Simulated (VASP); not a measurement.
# NbBSe4 (F-43m) in VASP: further runs

The runs below take NbBSe4 through single point, relaxation of cell and atoms, with r2SCAN+rVV10.

Program: VASP 6.6.1. These are calculated values, not measurements. Logs are shortened: lines on timing, memory, paths and dates and some standing lists are left out, and cuts for length are marked.

## 1. The cell of the first run

The structure is cubic, space group F-43m (No. 216). The conventional cell has a = 7.712 Å, b = 7.712 Å, c = 7.712 Å, α = 90.00°, β = 90.00°, γ = 90.00°. Within 4.2 Å of Nb (site symmetry -43m) lie 12 Se at 3.20 Å and 4 B at 3.34 Å. Within 4.2 Å of B (site symmetry -43m) lie 12 Se at 3.20 Å and 4 Nb at 3.34 Å. Within 3.6 Å of Se (site symmetry 3m) lie 6 Se at 2.71 to 2.74 Å and 3 Nb at 3.20 Å and 3 B at 3.20 Å.

## 2. Single point, r2SCAN+rVV10

The input, POSCAR:

```
NbBSe4
1.0
    0.0000000000      3.8558274748      3.8558274748
    3.8558274748      0.0000000000      3.8558274748
    3.8558274748      3.8558274748      0.0000000000
Nb B Se
1 1 4
Direct
    0.2500000000      0.2500000000      0.2500000000
    0.0000000000      0.0000000000      0.0000000000
    0.6241845687      0.6241845687      0.6241845687
    0.6241845687      0.6241845687      0.1274462940
    0.6241845687      0.1274462940      0.6241845687
    0.1274462940      0.6241845687      0.6241845687
```

The input, INCAR.step1:

```
  ALGO = Normal
  EDIFF = 1E-4
  ENCUT = 520
  GGA = PE
  ISMEAR = -1
  LASPH = True
  LCHARG = False
  LREAL = False
  LWAVE = True
  NBANDS = 29
  NELM = 60
  PREC = Accurate
  SIGMA = 0.03
```

The input, INCAR.step2:

```
  ALGO = Normal
  BPARAM = 11.95
  CPARAM = 0.0093
  EDIFF = 1E-6
  ENCUT = 520
  ISIF = 2
  ISMEAR = -1
  ISTART = 1
  IVDW_NL = 2
  LASPH = True
  LCHARG = True
  LELF = True
  LMIXTAU = True
  LREAL = False
  LUSE_VDW = True
  LVHAR = True
  LWAVE = False
  METAGGA = R2SCAN
  NBANDS = 29
  NELM = 60
  PREC = Accurate
  SIGMA = 0.03
```

The input, KPOINTS:

```
k-points
0
Gamma
  6 6 6
```

Potentials or basis: VASP PAW PBE potentials, release 64 (Nb_sv, B, Se).

The run is started by

```console
cat potpaw_PBE.64/Nb_sv/POTCAR potpaw_PBE.64/B/POTCAR potpaw_PBE.64/Se/POTCAR > POTCAR
cp INCAR.step1 INCAR
mpirun -np 1 vasp_std > vasp.out
cp INCAR.step2 INCAR
mpirun -np 1 vasp_std > vasp.out
```

OUTCAR:

```text
BPARAM = 11.95
   EDIFF = 1E-6
   ENCUT = 520
   ISIF = 2
   ISMEAR = -1
   ISTART = 1
   IVDW_NL = 2
   LASPH = True
   LREAL = False
   METAGGA = R2SCAN
   NELM = 60
   PREC = Accurate

 ion  position               nearest neighbor table
   1  0.250  0.250  0.250-
   2  0.000  0.000  0.000-
   3  0.624  0.624  0.624-   4 2.71   5 2.71   6 2.71   6 2.74   5 2.74   4 2.74
   4  0.624  0.624  0.127-   3 2.71   5 2.71   6 2.71   5 2.74   6 2.74   3 2.74
   5  0.624  0.127  0.624-   3 2.71   4 2.71   6 2.71   6 2.74   4 2.74   3 2.74
   6  0.127  0.624  0.624-   3 2.71   4 2.71   5 2.71   5 2.74   4 2.74   3 2.74

  LATTYP: Found a face centered cubic cell.
 ALAT       =     7.7116549496

  Lattice vectors:

 A1 = (   0.0000000000,   3.8558274748,   3.8558274748)
 A2 = (   3.8558274748,   0.0000000000,   3.8558274748)
 A3 = (   3.8558274748,   3.8558274748,   0.0000000000)

Analysis of symmetry for initial positions (statically):
=====================================================================
 Subroutine PRICEL returns:
 Original cell was already a primitive cell.

 Routine SETGRP: Setting up the symmetry group for a
 face centered cubic supercell.

 Subroutine GETGRP returns: Found 24 space group operations
 (whereof 24 operations were pure point group operations)
 out of a pool of 48 trial point group operations.

The static configuration has the point symmetry T_d .

Analysis of symmetry for dynamics (positions and initial velocities):
=====================================================================
 Subroutine PRICEL returns:
 Original cell was already a primitive cell.

 Routine SETGRP: Setting up the symmetry group for a
 face centered cubic supercell.

 Subroutine GETGRP returns: Found 24 space group operations
 (whereof 24 operations were pure point group operations)
 out of a pool of 48 trial point group operations.

The dynamic configuration has the point symmetry T_d .

 Subroutine INISYM returns: Found 24 space group operations
 (whereof 24 operations are pure point group operations),
 and found     1 'primitive' translations

----------------------------------------------------------------------------------------

                                     Primitive cell

  volume of cell :     114.6523

  direct lattice vectors                    reciprocal lattice vectors
     0.000000000  3.855827475  3.855827475    -0.129673852  0.129673852  0.129673852
     3.855827475  0.000000000  3.855827475     0.129673852 -0.129673852  0.129673852
     3.855827475  3.855827475  0.000000000     0.129673852  0.129673852 -0.129673852

  length of vectors
     5.452963509  5.452963509  5.452963509     0.224601699  0.224601699  0.224601699

  position of ions in fractional coordinates (direct lattice)
     0.250000000  0.250000000  0.250000000
     0.000000000  0.000000000  0.000000000
     0.624184569  0.624184569  0.624184569
     0.624184569  0.624184569  0.127446294
     0.624184569  0.127446294  0.624184569
     0.127446294  0.624184569  0.624184569

  ion indices of the primitive-cell ions
   primitive index   ion index
                 1           1
                 2           2
                 3           3
                 4           4
                 5           5
                 6           6

----------------------------------------------------------------------------------------

 KPOINTS: k-points

Automatic generation of k-mesh.
 Grid dimensions read from file:
 generate k-points for:    6    6    6

 Generating k-lattice:

  Cartesian coordinates                     Fractional coordinates (reciprocal lattice)
    -0.021612309  0.021612309  0.021612309     0.166666667  0.000000000  0.000000000
     0.021612309 -0.021612309  0.021612309     0.000000000  0.166666667  0.000000000
     0.021612309  0.021612309 -0.021612309     0.000000000  0.000000000  0.166666667

  Length of vectors
     0.037433617  0.037433617  0.037433617

  Shift w.r.t. Gamma in fractional coordinates (k-lattice)
     0.000000000  0.000000000  0.000000000

 Subroutine IBZKPT returns following result:
 ===========================================

 Found     16 irreducible k-points:

 Following reciprocal coordinates:
            Coordinates               Weight
  0.000000  0.000000  0.000000      1.000000
  0.166667  0.000000  0.000000      8.000000
  0.333333  0.000000  0.000000      8.000000
  0.500000  0.000000  0.000000      4.000000
  0.166667  0.166667  0.000000      6.000000
  0.333333  0.166667  0.000000     24.000000
[... 8 lines left out ...]
 -0.333333  0.333333  0.166667     24.000000
 -0.333333  0.500000  0.166667     12.000000
   k-points           NKPTS =     16   k-points in BZ     NKDIM =     16   number of bands    NBANDS=     29
   number of dos      NEDOS =    301   number of ions     NIONS =      6
   total plane-waves  NPLWV =  74088
   dimension x,y,z NGX =    42 NGY =   42 NGZ =   42
   dimension x,y,z NGXF=    84 NGYF=   84 NGZF=   84
   ions per type =               1   1   4
   NGX,Y,Z   is equivalent  to a cutoff of  12.80, 12.80, 12.80 a.u.
   NGXF,Y,Z  is equivalent  to a cutoff of  25.61, 25.61, 25.61 a.u.
 SYSTEM =  unknown system
   PREC   = accura    normal or accurate (medium, high low for compatibility)
   ISTART =      1    job   : 0-new  1-cont  2-samecut
   ICHARG =      0    charge: 1-file 2-atom 10-const
   ISPIN  =      1    spin polarized calculation?
   LNONCOLLINEAR =      F non collinear calculations
   LSORBIT =      F    spin-orbit coupling
   LASPH  =      T    aspherical Exc in radial PAW
   ENCUT  =  520.0 eV  38.22 Ry    6.18 a.u.  10.14 10.14 10.14*2*pi/ulx,y,z
   NELM   =     60;   NELMIN=  2; NELMDL=  0     # of ELM steps
   EDIFF  = 0.1E-05   stopping-criterion for ELM
   LREAL  =      F    real-space projection
   EDIFFG = 0.1E-04   stopping-criterion for IOM
   NSW    =      0    number of steps for IOM
   IBRION =     -1    ionic relax: 0-MD 1-quasi-New 2-CG
   NFREE  =      0    steps in history (QN), initial steepest desc. (CG)
   ISIF   =      2    stress and relaxation
   ISYM   =      2    0-nonsym 1-usesym 2-fastsym
   POTIM  = 0.5000    time-step for ionic-motion
   TEBEG  =    0.0;   TEEND  =   0.0 temperature during run
   PSTRESS=    0.0 pullay stress
   NELECT =      40.0000    total number of electrons
   NUPDOWN=      -1.0000    fix difference up-down
   EMIN   =  10.00;   EMAX   =-10.00  energy-range for DOS
   EFERMI =   0.00;   METHOD = LEGACY
   ISMEAR =    -1;   SIGMA  =   0.03  broadening in eV -4-tet -1-fermi 0-gaus
   EFERMI_NEDOS =   21; number of points for ismear=-14 and -15
   IALGO  =     38    algorithm
   IMIX   =      4    mixing-type and parameters
     AMIX     =   0.40;   BMIX     =  1.00
     AMIX_MAG =   1.60;   BMIX_MAG =  1.00
  volume/ion in A,a.u.               =      19.11       128.95
  Fermi-wavevector in a.u.,A,eV,Ry     =   1.152481  2.177874 18.071438  1.328213
  Thomas-Fermi vector in A             =   2.289132
   LORBIT       =      0    0 simple, 1 ext, 2 COOP (PROOUT), +10 PAW based schemes
   METAGGA = R2SCAN    functional components
   LHFCALC =     F    Hartree Fock is set to
   AEXX    =    0.0000 exact exchange contribution
   IVDW_NL    =     2    kernel type
   BPARAM     =11.9500
   IVDW    =     0    specifies the selected vdW correction
   LEPSILON=     F    determine dielectric tensor
   LRPA    =     F    only Hartree local field effects (RPA)
 non-spin polarized calculation
  energy-cutoff  :      520.00
  volume of cell :      114.65
 maximum number of plane-waves:      3119
 NGX is ok and might be reduce to    42
   NGX = 21   NGY = 21   NGZ = 21

 number of electron      40.0000004 magnetization

 Free energy of the ion-electron system (eV)
  ---------------------------------------------------
  ext. energy  EPLUGINS =         0.00000000
  ---------------------------------------------------
  free energy    TOTEN  =       -79.70338244 eV

  energy without entropy =      -79.68481685  energy(sigma->0) =      -79.69409965

 E-fermi :   6.8011     XC(G=0): -11.2923

 val. band max:        6.7907409832   @ k =   0.5000   0.3333   0.1667
 cond. band min:       6.8309814180   @ k =  -0.3333   0.3333   0.1667
 fundamental gap:      0.0402404348
 Fermi energy:         6.8010915274

 k-point     1 :       0.0000    0.0000    0.0000
  band No.  band energies     occupation
      1     -51.1767      2.00000
      2     -26.4910      2.00000
      3     -26.4910      2.00000
      4     -26.4910      2.00000
      5     -11.3857      2.00000
      6      -6.4752      2.00000
[... 21 lines left out ...]
     28       9.6740      0.00000
     29       9.6740      0.00000

 k-point     2 :       0.1667    0.0000    0.0000
  band No.  band energies     occupation
      1     -51.1767      2.00000
      2     -26.4916      2.00000
      3     -26.4911      2.00000
      4     -26.4911      2.00000
      5     -11.2393      2.00000
      6      -7.1177      2.00000
[... 21 lines left out ...]
     28       9.6908      0.00000
     29       9.7316      0.00000

 k-point     3 :       0.3333    0.0000    0.0000
  band No.  band energies     occupation
      1     -51.1767      2.00000
      2     -26.4928      2.00000
      3     -26.4913      2.00000
      4     -26.4913      2.00000
      5     -10.8555      2.00000
      6      -8.1669      2.00000
[... 21 lines left out ...]
     28      10.1432      0.00000
     29      10.1433      0.00000

 k-point     4 :       0.5000    0.0000    0.0000
  band No.  band energies     occupation
      1     -51.1767      2.00000
      2     -26.4934      2.00000
      3     -26.4913      2.00000
      4     -26.4913      2.00000
      5     -10.5638      2.00000
      6      -8.7139      2.00000
[... 341 lines left out ...]
     28       9.3651      0.00000
     29       9.5900      0.00000

 k-point    15 :      -0.3333    0.3333    0.1667
  band No.  band energies     occupation
      1     -51.1767      2.00000
      2     -26.4930      2.00000
      3     -26.4922      2.00000
      4     -26.4917      2.00000
      5     -10.1641      2.00000
      6      -9.1838      2.00000
[... 21 lines left out ...]
     28       8.9676      0.00000
     29       9.5356      0.00000

 k-point    16 :      -0.3333    0.5000    0.1667
  band No.  band energies     occupation
      1     -51.1767      2.00000
      2     -26.4930      2.00000
      3     -26.4921      2.00000
      4     -26.4919      2.00000
      5      -9.8206      2.00000
      6      -9.5757      2.00000
[... 21 lines left out ...]
     28       9.0957      0.00000
     29       9.3926      0.00000

------------------------ aborting loop because EDIFF is reached ----------------------------------------

  FORCE on cell =-STRESS in cart. coord.  units (eV):
  Direction    XX          YY          ZZ          XY          YZ          ZX
  --------------------------------------------------------------------------------------
  -------------------------------------------------------------------------------------
  Total        0.1088543      0.1088543      0.1088543     -0.0000000      0.0000000      0.0000000
  in kB        1.5211554      1.5211554      1.5211554     -0.0000000      0.0000000      0.0000000
  external PRESSURE =       1.5211554 kB  Pullay stress =       0.0000000 kB

 VOLUME and BASIS-vectors are now :
 -----------------------------------------------------------------------------
  energy-cutoff  :      520.00
  volume of cell :      114.65
      direct lattice vectors                 reciprocal lattice vectors
     0.000000000  3.855827475  3.855827475    -0.129673852  0.129673852  0.129673852
     3.855827475  0.000000000  3.855827475     0.129673852 -0.129673852  0.129673852
     3.855827475  3.855827475  0.000000000     0.129673852  0.129673852 -0.129673852

 POSITION                                       TOTAL-FORCE (eV/Angst)
 -----------------------------------------------------------------------------------
      1.92791      1.92791      1.92791         0.000000      0.000000      0.000000
      0.00000      0.00000      0.00000         0.000000      0.000000      0.000000
      4.81350      4.81350      4.81350         0.003283      0.003283      0.003283
      2.89816      2.89816      4.81350        -0.003283     -0.003283      0.003283
      2.89816      4.81350      2.89816        -0.003283      0.003283     -0.003283
      4.81350      2.89816      2.89816         0.003283     -0.003283     -0.003283
 -----------------------------------------------------------------------------------
    total drift:                                0.000000      0.000000     -0.000000

  FREE ENERGIE OF THE ION-ELECTRON SYSTEM (eV)
  ---------------------------------------------------
  free  energy   TOTEN  =       -79.7033824386 eV

  energy  without entropy=      -79.6848168524  energy(sigma->0) =      -79.69409965
```

Run time: 3.9 min. Hardware: 1 thread of Intel Xeon 6975P-C (Granite Rapids), shared host; peak memory 0.58 GiB.

What came out:

```yaml
Free_energy: -79.7034 eV
Pressure: 0.2 GPa
Largest_force: 0.006 eV/Å
Band_gap_on_the_k_mesh: zero (bands 20 and 21 overlap by 1.74 eV)
```

Forces in eV/Å, atoms in the order of the input:
```
Nb   0.000  0.000  0.000
B    0.000  0.000  0.000
Se   0.003  0.003  0.003
Se  -0.003 -0.003  0.003
Se  -0.003  0.003 -0.003
Se   0.003 -0.003 -0.003
```

Caveat: the PAW data sets were made with another functional, which shifts forces and pressure a little.

## 3. Relaxation of cell and atoms, r2SCAN+rVV10

This run uses another cell than the first one, of 18.63 Å³/atom.

The input, POSCAR:

```
NbBSe4
1.0
    0.0000000000      3.8231822229      3.8231822229
    3.8231822229      0.0000000000      3.8231822229
    3.8231822229      3.8231822229      0.0000000000
Nb B Se
1 1 4
Direct
    0.2500000000      0.2500000000      0.2500000000
    0.0000000000      0.0000000000      0.0000000000
    0.6244185026      0.6244185026      0.6244185026
    0.6244185026      0.6244185026      0.1267444922
    0.6244185026      0.1267444922      0.6244185026
    0.1267444922      0.6244185026      0.6244185026
```

The input, INCAR.step1:

```
ALGO = Normal ; EDIFF = 1E-4
ENCUT = 600 ; GGA = PE
ISMEAR = -1 ; LASPH = True
LCHARG = False ; LREAL = False
LWAVE = True ; NELM = 80
PREC = Accurate ; SIGMA = 0.03
```

The input, INCAR.step2:

```
ALGO = Normal ; BPARAM = 11.95
CPARAM = 0.0093 ; EDIFF = 1E-7
EDIFFG = -0.01 ; ENCUT = 600
IBRION = 2 ; ISIF = 3
ISMEAR = -1 ; ISTART = 1
IVDW_NL = 2 ; LASPH = True
LCHARG = False ; LMIXTAU = True
LREAL = False ; LUSE_VDW = True
LWAVE = False ; METAGGA = R2SCAN
NELM = 80 ; NSW = 100
PREC = Accurate ; SIGMA = 0.03
```

KPOINTS is that of step 2.

Potentials or basis: VASP PAW PBE potentials, release 64 (Nb_sv, B, Se).

The run is started by

```console
cat potpaw_PBE.64/Nb_sv/POTCAR potpaw_PBE.64/B/POTCAR potpaw_PBE.64/Se/POTCAR > POTCAR
cp INCAR.step1 INCAR
mpirun -np 1 vasp_std > vasp.out
cp INCAR.step2 INCAR
mpirun -np 1 vasp_std > vasp.out
```

Wall time 21 min (1 thread of Intel Xeon 6975P-C (Granite Rapids), shared host); peak memory 0.76 GiB.

Results (log left out):

| Property | Result |
| --- | --- |
| Free energy | -79.7042 eV |
| Relaxed volume | 19.15 Å³/atom |
| Relaxed cell | a = 5.457 Å, b = 5.457 Å, c = 5.457 Å, α = 60.00°, β = 60.00°, γ = 60.00° |
| Space group after relaxing (to 0.1 Å) | F-43m (No. 216) |
| Energy gained by relaxing | 3.5 meV/atom |
| Ionic steps | 5 |
| Pressure after relaxing | 0.0 GPa |
| Largest force after relaxing | 0.004 eV/Å |
| Band gap on the k mesh | zero (bands 20 and 21 overlap by 1.73 eV) |

Forces in eV/Å, atoms in the order of the input:
```
Nb   0.000  0.000  0.000
B    0.000  0.000  0.000
Se   0.002  0.002  0.002
Se  -0.002 -0.002  0.002
Se  -0.002  0.002 -0.002
Se   0.002 -0.002 -0.002
```

The path:
```
step  energy change (eV)  largest force (eV/Å)  pressure (GPa)  volume (Å³)
   1              0.0000                0.0541            2.22       111.76
   2             -0.0187                0.0146           -0.73       116.00
   3             -0.0212                0.0242           -0.01       114.87
   4             -0.0212                0.0236           -0.05       114.94
   5             -0.0213                0.0039           -0.04       114.93
```

Final structure:
```yaml
crystal:
  lattice:
    - [0.00000, 3.85892, 3.85892]
    - [3.85892, 0.00000, 3.85892]
    - [3.85892, 3.85892, 0.00000]
  atoms:
    - { symbol: Nb, position: [0.25000, 0.25000, 0.25000] }
    - { symbol: B, position: [0.00000, 0.00000, 0.00000] }
    - { symbol: Se, position: [0.62418, 0.62418, 0.62418] }
    - { symbol: Se, position: [0.62418, 0.62418, 0.12745] }
    - { symbol: Se, position: [0.62418, 0.12745, 0.62418] }
    - { symbol: Se, position: [0.12745, 0.62418, 0.62418] }
```

Levels at points of the mesh, in eV from the Fermi level:
| k point | band 18 | band 19 | band 20 | band 21 | band 22 | band 23 |
| --- | --- | --- | --- | --- | --- | --- |
| (0.00, 0.00, 0.00) | -0.69 | 1.11 | 1.11 | 1.11 | 1.38 | 1.38 |
| (0.50, 0.00, 0.00) | -3.18 | 0.05 | 0.05 | 0.22 | 0.43 | 0.92 |
| (0.50, 0.50, 0.00) | -2.80 | -2.09 | -0.63 | -0.63 | -0.15 | 0.46 |

Caveat: the PAW data sets were made with another functional, which shifts forces and pressure a little.

The gap in the log of VASP goes by the Fermi energy; the results here count the filled bands.